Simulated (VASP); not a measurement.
# Hf7N (P6_3/mmc) in VASP: single point with PBE

Aim: the single point of Hf7N with PBE.

Program: VASP 6.6.1. These are calculated values, not measurements. Logs are shortened: lines on timing, memory, paths and dates and some standing lists are left out, and cuts for length are marked.

## Step 1: The cell of the first run

Symmetry: P6_3/mmc, No. 194, hexagonal system. Conventional cell: a = 3.208 Å, b = 3.208 Å, c = 35.933 Å, α = 90.00°, β = 90.00°, γ = 120.00°. Hf (site symmetry 3m) has 12 Hf at 3.14 to 3.21 Å within 4.1 Å. Hf (site symmetry -6m2) has 12 Hf at 3.14 to 3.21 Å within 4.1 Å. Within 3.0 Å of Hf (site symmetry 3m) lie 3 N at 2.26 Å. Within 4.1 Å of Hf (site symmetry 3m) lie 12 Hf at 3.15 to 3.21 Å. Within 3.0 Å of N (site symmetry -3m) lie 6 Hf at 2.26 Å.

## Step 2: Single point, PBE

File INCAR:

```
PREC = Accurate ; ENCUT = 520
EDIFF = 1E-6 ; ISMEAR = 0
SIGMA = 0.2 ; LREAL = Auto
LASPH = T ; NELM = 100
ALGO = Normal ; ISIF = 2
LWAVE = F ; LCHARG = F
GGA = PE ; NBANDS = 89
```

File KPOINTS:

```
Automatic mesh
0
Gamma
  6 6 1
```

File POSCAR:

```
Hf7N
1.0
    3.2076845450      0.0000000000      0.0000000000
   -1.6038422725      2.7779363033      0.0000000000
    0.0000000000      0.0000000000     35.9333152529
Hf N
14 2
Direct
    0.3333333333      0.6666666667      0.1792884831
    0.6666666667      0.3333333333      0.2500000000
    0.3333333333      0.6666666667      0.3207115169
    0.6666666667      0.3333333333      0.9639103112
    0.3333333333      0.6666666667      0.0360896888
    0.3333333333      0.6666666667      0.8914792922
    0.6666666667      0.3333333333      0.1085207078
    0.3333333333      0.6666666667      0.4639103112
    0.6666666667      0.3333333333      0.5360896888
    0.6666666667      0.3333333333      0.3914792922
    0.3333333333      0.6666666667      0.6085207078
    0.6666666667      0.3333333333      0.6792884831
    0.3333333333      0.6666666667      0.7500000000
    0.6666666667      0.3333333333      0.8207115169
    0.0000000000      0.0000000000      0.0000000000
    0.0000000000      0.0000000000      0.5000000000
```

Potentials or basis: VASP PAW PBE potentials, release 64 (Hf_pv, N).

The run is started by

```sh
$ cat potpaw_PBE.64/Hf_pv/POTCAR potpaw_PBE.64/N/POTCAR > POTCAR
$ mpirun -np 1 vasp_std > vasp.out
```

OUTCAR:

```text
PREC = Accurate
   ENCUT = 520
   EDIFF = 1E-6
   ISMEAR = 0
   LREAL = Auto
   LASPH = T
   NELM = 100
   ISIF = 2
   GGA = PE

 ion  position               nearest neighbor table
   1  0.333  0.667  0.179-   2 3.14   2 3.14   2 3.14   7 3.15   7 3.15   7 3.15
   2  0.667  0.333  0.250-   1 3.14   3 3.14   1 3.14   3 3.14   1 3.14   3 3.14
   3  0.333  0.667  0.321-   2 3.14   2 3.14   2 3.14  10 3.15  10 3.15  10 3.15
   4  0.667  0.333  0.964-  15 2.26  15 2.26  15 2.26   5 3.19   5 3.19   5 3.19   6 3.19   6 3.19
                             6 3.19
   5  0.333  0.667  0.036-  15 2.26  15 2.26  15 2.26   4 3.19   4 3.19   4 3.19   7 3.19   7 3.19
                             7 3.19
   6  0.333  0.667  0.891-  14 3.15  14 3.15  14 3.15   4 3.19   4 3.19   4 3.19
   7  0.667  0.333  0.109-   1 3.15   1 3.15   1 3.15   5 3.19   5 3.19   5 3.19
   8  0.333  0.667  0.464-  16 2.26  16 2.26  16 2.26   9 3.19   9 3.19   9 3.19  10 3.19  10 3.19
                            10 3.19
   9  0.667  0.333  0.536-  16 2.26  16 2.26  16 2.26   8 3.19   8 3.19   8 3.19  11 3.19  11 3.19
                            11 3.19
  10  0.667  0.333  0.391-   3 3.15   3 3.15   3 3.15   8 3.19   8 3.19   8 3.19
  11  0.333  0.667  0.609-  12 3.15  12 3.15  12 3.15   9 3.19   9 3.19   9 3.19
  12  0.667  0.333  0.679-  13 3.14  13 3.14  13 3.14  11 3.15  11 3.15  11 3.15
  13  0.333  0.667  0.750-  12 3.14  14 3.14  12 3.14  14 3.14  12 3.14  14 3.14
  14  0.667  0.333  0.821-  13 3.14  13 3.14  13 3.14   6 3.15   6 3.15   6 3.15
  15  0.000  0.000  0.000-   4 2.26   5 2.26   4 2.26   5 2.26   4 2.26   5 2.26
  16  0.000  0.000  0.500-   8 2.26   9 2.26   9 2.26   8 2.26   9 2.26   8 2.26

  LATTYP: Found a hexagonal cell.
 ALAT       =     3.2076845450
 C/A-ratio  =    11.2022596826

  Lattice vectors:

 A1 = (   3.2076845450,   0.0000000000,   0.0000000000)
 A2 = (  -1.6038422725,   2.7779363033,   0.0000000000)
 A3 = (   0.0000000000,   0.0000000000,  35.9333152529)

Analysis of symmetry for initial positions (statically):
=====================================================================
 Subroutine PRICEL returns:
 Original cell was already a primitive cell.

 Routine SETGRP: Setting up the symmetry group for a
 hexagonal supercell.

 Subroutine GETGRP returns: Found 24 space group operations
 (whereof 12 operations were pure point group operations)
 out of a pool of 24 trial point group operations.

The static configuration has the point symmetry D_3d.
 The point group associated with its full space group is D_6h.

Analysis of symmetry for dynamics (positions and initial velocities):
=====================================================================
 Subroutine PRICEL returns:
 Original cell was already a primitive cell.

 Routine SETGRP: Setting up the symmetry group for a
 hexagonal supercell.

 Subroutine GETGRP returns: Found 24 space group operations
 (whereof 12 operations were pure point group operations)
 out of a pool of 24 trial point group operations.

The dynamic configuration has the point symmetry D_3d.
 The point group associated with its full space group is D_6h.

 Subroutine INISYM returns: Found 24 space group operations
 (whereof 12 operations are pure point group operations),
 and found     1 'primitive' translations

----------------------------------------------------------------------------------------

                                     Primitive cell

  volume of cell :     320.1925

  direct lattice vectors                    reciprocal lattice vectors
     3.207684545  0.000000000  0.000000000     0.311751354  0.179989728  0.000000000
    -1.603842273  2.777936303  0.000000000     0.000000000  0.359979456  0.000000000
     0.000000000  0.000000000 35.933315253     0.000000000  0.000000000  0.027829328

  length of vectors
     3.207684545  3.207684545 35.933315253     0.359979456  0.359979456  0.027829328

  position of ions in fractional coordinates (direct lattice)
     0.333333333  0.666666667  0.179288483
     0.666666667  0.333333333  0.250000000
     0.333333333  0.666666667  0.320711517
     0.666666667  0.333333333  0.963910311
     0.333333333  0.666666667  0.036089689
     0.333333333  0.666666667  0.891479292
[... 8 lines left out ...]
     0.000000000  0.000000000  0.000000000
     0.000000000  0.000000000  0.500000000

  ion indices of the primitive-cell ions
   primitive index   ion index
                 1           1
                 2           2
                 3           3
                 4           4
                 5           5
                 6           6
[... 8 lines left out ...]
                15          15
                16          16

----------------------------------------------------------------------------------------

 KPOINTS: Automatic mesh

Automatic generation of k-mesh.
 Grid dimensions read from file:
 generate k-points for:    6    6    1

 Generating k-lattice:

  Cartesian coordinates                     Fractional coordinates (reciprocal lattice)
     0.051958559  0.029998288  0.000000000     0.166666667  0.000000000  0.000000000
     0.000000000  0.059996576  0.000000000     0.000000000  0.166666667  0.000000000
     0.000000000  0.000000000  0.027829328     0.000000000  0.000000000  1.000000000

  Length of vectors
     0.059996576  0.059996576  0.027829328

  Shift w.r.t. Gamma in fractional coordinates (k-lattice)
     0.000000000  0.000000000  0.000000000

 Subroutine IBZKPT returns following result:
 ===========================================

 Found      7 irreducible k-points:

 Following reciprocal coordinates:
            Coordinates               Weight
  0.000000  0.000000  0.000000      1.000000
  0.166667  0.000000  0.000000      6.000000
  0.333333  0.000000  0.000000      6.000000
  0.500000  0.000000  0.000000      3.000000
  0.166667  0.166667  0.000000      6.000000
  0.333333  0.166667  0.000000     12.000000
  0.333333  0.333333  0.000000      2.000000
   k-points           NKPTS =      7   k-points in BZ     NKDIM =      7   number of bands    NBANDS=     89
   number of dos      NEDOS =    301   number of ions     NIONS =     16
   total plane-waves  NPLWV = 155520
   dimension x,y,z NGX =    24 NGY =   24 NGZ =  270
   dimension x,y,z NGXF=    48 NGYF=   48 NGZF=  540
   ions per type =              14   2
   NGX,Y,Z   is equivalent  to a cutoff of  12.44, 12.44, 12.49 a.u.
   NGXF,Y,Z  is equivalent  to a cutoff of  24.88, 24.88, 24.98 a.u.
 SYSTEM =  unknown system
   PREC   = accura    normal or accurate (medium, high low for compatibility)
   ISTART =      0    job   : 0-new  1-cont  2-samecut
   ICHARG =      2    charge: 1-file 2-atom 10-const
   ISPIN  =      1    spin polarized calculation?
   LNONCOLLINEAR =      F non collinear calculations
   LSORBIT =      F    spin-orbit coupling
   LASPH  =      T    aspherical Exc in radial PAW
   ENCUT  =  520.0 eV  38.22 Ry    6.18 a.u.   5.96  5.96 66.81*2*pi/ulx,y,z
   NELM   =    100;   NELMIN=  2; NELMDL= -5     # of ELM steps
   EDIFF  = 0.1E-05   stopping-criterion for ELM
   LREAL  =      T    real-space projection
   EDIFFG = 0.1E-04   stopping-criterion for IOM
   NSW    =      0    number of steps for IOM
   IBRION =     -1    ionic relax: 0-MD 1-quasi-New 2-CG
   NFREE  =      0    steps in history (QN), initial steepest desc. (CG)
   ISIF   =      2    stress and relaxation
   ISYM   =      2    0-nonsym 1-usesym 2-fastsym
   POTIM  = 0.5000    time-step for ionic-motion
   TEBEG  =    0.0;   TEEND  =   0.0 temperature during run
   PSTRESS=    0.0 pullay stress
   NELECT =     150.0000    total number of electrons
   NUPDOWN=      -1.0000    fix difference up-down
   EMIN   =  10.00;   EMAX   =-10.00  energy-range for DOS
   EFERMI =   0.00;   METHOD = LEGACY
   ISMEAR =     0;   SIGMA  =   0.20  broadening in eV -4-tet -1-fermi 0-gaus
   EFERMI_NEDOS =   21; number of points for ismear=-14 and -15
   IALGO  =     38    algorithm
   IMIX   =      4    mixing-type and parameters
     AMIX     =   0.40;   BMIX     =  1.00
     AMIX_MAG =   1.60;   BMIX_MAG =  1.00
  volume/ion in A,a.u.               =      20.01       135.05
  Fermi-wavevector in a.u.,A,eV,Ry     =   1.271457  2.402704 21.995201  1.616602
  Thomas-Fermi vector in A             =   2.404389
   LORBIT       =      0    0 simple, 1 ext, 2 COOP (PROOUT), +10 PAW based schemes
   GGA     = PE    functional components
   LHFCALC =     F    Hartree Fock is set to
   AEXX    =    0.0000 exact exchange contribution
   IVDW    =     0    specifies the selected vdW correction
   LEPSILON=     F    determine dielectric tensor
   LRPA    =     F    only Hartree local field effects (RPA)
 non-spin polarized calculation
 Gauss-broadening in eV      SIGMA  =   0.20
  energy-cutoff  :      520.00
  volume of cell :      320.19
 maximum number of plane-waves:      8700
 NGX is ok and might be reduce to    24
   NGX = 11   NGY = 11   NGZ =133

 number of electron     150.0000038 magnetization

 Free energy of the ion-electron system (eV)
  ---------------------------------------------------
  ext. energy  EPLUGINS =         0.00000000
  ---------------------------------------------------
  free energy    TOTEN  =      -162.88335200 eV

  energy without entropy =     -162.59241235  energy(sigma->0) =     -162.73788217

 E-fermi :   5.1358     XC(G=0): -11.4161

 val. band max:        5.1249152253   @ k =   0.3333   0.3333   0.0000
 cond. band min:       5.1656060355   @ k =   0.3333   0.1667   0.0000
 fundamental gap:      0.0406908102
 Fermi energy:         5.1358072507

 k-point     1 :       0.0000    0.0000    0.0000
  band No.  band energies     occupation
      1     -25.9707      2.00000
      2     -25.9587      2.00000
      3     -25.8963      2.00000
      4     -25.8623      2.00000
      5     -25.7354      2.00000
      6     -25.6682      2.00000
[... 79 lines left out ...]
     86       6.4151      0.00000
     87       6.4151      0.00000

 k-point     2 :       0.1667    0.0000    0.0000
  band No.  band energies     occupation
      1     -25.9090      2.00000
      2     -25.9032      2.00000
      3     -25.8408      2.00000
      4     -25.8223      2.00000
      5     -25.7115      2.00000
      6     -25.6692      2.00000
[... 79 lines left out ...]
     86       6.6152      0.00000
     87       6.6238      0.00000

 k-point     3 :       0.3333    0.0000    0.0000
  band No.  band energies     occupation
      1     -25.8533      2.00000
      2     -25.8531      2.00000
      3     -25.7717      2.00000
      4     -25.7708      2.00000
      5     -25.7635      2.00000
      6     -25.7516      2.00000
[... 79 lines left out ...]
     86       6.2476      0.00000
     87       6.4049      0.00000

 k-point     4 :       0.5000    0.0000    0.0000
  band No.  band energies     occupation
      1     -25.9510      2.00000
      2     -25.9510      2.00000
      3     -25.8672      2.00000
      4     -25.8575      2.00000
      5     -25.8460      2.00000
      6     -25.8458      2.00000
[... 79 lines left out ...]
     86       6.3539      0.00000
     87       6.4432      0.00000

 k-point     5 :       0.1667    0.1667    0.0000
  band No.  band energies     occupation
      1     -25.8353      2.00000
      2     -25.8353      2.00000
      3     -25.7592      2.00000
      4     -25.7582      2.00000
      5     -25.7153      2.00000
      6     -25.7032      2.00000
[... 79 lines left out ...]
     86       6.2066      0.00000
     87       6.2146      0.00000

 k-point     6 :       0.3333    0.1667    0.0000
  band No.  band energies     occupation
      1     -25.8747      2.00000
      2     -25.8746      2.00000
      3     -25.8029      2.00000
      4     -25.7991      2.00000
      5     -25.7843      2.00000
      6     -25.7811      2.00000
[... 79 lines left out ...]
     86       5.8714      0.00000
     87       6.3975      0.00000

 k-point     7 :       0.3333    0.3333    0.0000
  band No.  band energies     occupation
      1     -25.7751      2.00000
      2     -25.7750      2.00000
      3     -25.7488      2.00000
      4     -25.7488      2.00000
      5     -25.7457      2.00000
      6     -25.7457      2.00000
[... 79 lines left out ...]
     86       5.3967      0.06512
     87       7.1117      0.00000
 [bands above 87 left out]

------------------------ aborting loop because EDIFF is reached ----------------------------------------

  FORCE on cell =-STRESS in cart. coord.  units (eV):
  Direction    XX          YY          ZZ          XY          YZ          ZX
  --------------------------------------------------------------------------------------
  -------------------------------------------------------------------------------------
  Total       -1.3001169     -1.3001169     -1.7231946     -0.0000000      0.0000000     -0.0000000
  in kB       -6.5055163     -6.5055163     -8.6225095     -0.0000000      0.0000000     -0.0000000
  external PRESSURE =      -7.2111807 kB  Pullay stress =       0.0000000 kB

 VOLUME and BASIS-vectors are now :
 -----------------------------------------------------------------------------
  energy-cutoff  :      520.00
  volume of cell :      320.19
      direct lattice vectors                 reciprocal lattice vectors
     3.207684545  0.000000000  0.000000000     0.311751354  0.179989728  0.000000000
    -1.603842273  2.777936303  0.000000000     0.000000000  0.359979456  0.000000000
     0.000000000  0.000000000 35.933315253     0.000000000  0.000000000  0.027829328

 POSITION                                       TOTAL-FORCE (eV/Angst)
 -----------------------------------------------------------------------------------
     -0.00000      1.85196      6.44243        -0.000000     -0.000000      0.001899
      1.60384      0.92598      8.98333        -0.000000      0.000000      0.000000
     -0.00000      1.85196     11.52423         0.000000     -0.000000     -0.001899
      1.60384      0.92598     34.63649        -0.000000      0.000000      0.021566
     -0.00000      1.85196      1.29682         0.000000     -0.000000     -0.021566
     -0.00000      1.85196     32.03381        -0.000000      0.000000      0.037949
[... 8 lines left out ...]
      0.00000      0.00000      0.00000        -0.000000     -0.000000      0.000000
      0.00000      0.00000     17.96666        -0.000000     -0.000000      0.000000
 -----------------------------------------------------------------------------------
    total drift:                               -0.000000      0.000000     -0.000000

  FREE ENERGIE OF THE ION-ELECTRON SYSTEM (eV)
  ---------------------------------------------------
  free  energy   TOTEN  =      -162.8833519964 eV

  energy  without entropy=     -162.5924123463  energy(sigma->0) =     -162.73788217
```

Run time: 13 min. Hardware: 1 thread of Intel Xeon 8259CL, shared host; peak memory 0.45 GiB.

What came out:

- Free energy: -162.8834 eV
- Pressure: -0.7 GPa
- Largest force: 0.038 eV/Å
- Band gap on the k mesh: zero (bands 75 and 76 overlap by 1.58 eV)

Forces on the atoms (eV/Å):
```
Hf   0.000  0.000  0.002
Hf   0.000  0.000  0.000
Hf   0.000  0.000 -0.002
Hf   0.000  0.000  0.022
Hf   0.000  0.000 -0.022
Hf   0.000  0.000  0.038
Hf   0.000  0.000 -0.038
Hf   0.000  0.000  0.022
Hf   0.000  0.000 -0.022
Hf   0.000  0.000  0.038
Hf   0.000  0.000 -0.038
Hf   0.000  0.000  0.002
Hf   0.000  0.000  0.000
Hf   0.000  0.000 -0.002
N    0.000  0.000  0.000
N    0.000  0.000  0.000
```

Levels at points of the mesh, in eV from the Fermi level:
```csv
k point,band 72,band 73,band 74,band 75,band 76,band 77
"(0.00, 0.00, 0.00)",0.95,0.95,0.96,0.96,1.01,1.04
"(0.50, 0.00, 0.00)",-0.83,-0.82,-0.78,0.26,0.27,0.37
```

Caveat: the k points lie up to 0.38 Å⁻¹ apart, too coarse for converged energies and pressures of a metal; spin-orbit coupling is left out, which moves the levels of the heavy elements.

The gap in the log of VASP goes by the Fermi energy; the results here count the filled bands.